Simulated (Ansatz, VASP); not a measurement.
# HfWS4: VASP beside Ansatz

```
Hf W S
1.0
     5.03518    0.00000    0.00000
    -2.51759    4.36059    0.00000
     0.00000    0.00000    7.16921
Hf W S
1 1 4
Direct
  0.00000 0.00000 0.50000
  0.00000 0.00000 0.00000
  0.00000 0.00000 0.74964
  0.00000 0.00000 0.25036
  0.33333 0.66667 0.00000
  0.66667 0.33333 0.00000
```

Alike in both runs: task relaxation of cell and atoms; functional PBE; k mesh 6 × 6 × 4; occupations gaussian, width 0.1 eV; no spin polarisation.

```csv
,VASP,Ansatz
version,VASP 6.6.1,Ansatz 0.2.0
potentials or method,"VASP PAW PBE potentials, release 64 (Hf_pv, W_sv, S), cutoff 600 eV","scalar-relativistic, plane waves, PAW"
valence electrons in the cell,48,64
```

```tsv
	VASP	Ansatz	Ansatz less VASP
gap on the k mesh at the Fermi level, each at its own relaxed structure (eV)	none	none	-
relaxed volume (Å³/atom)	25.57	25.59	+0.021
relaxed length of the cell vector where the two differ most in proportion (Å)	4.336	4.338	+0.0015
```

A gap of «none» marks a metal or a gap that the smearing closes. VASP's potentials hold 48 valence electrons a cell and Ansatz's 64, so a difference there can come from the potentials and not from the codes.

Neither program's run includes spin-orbit coupling.
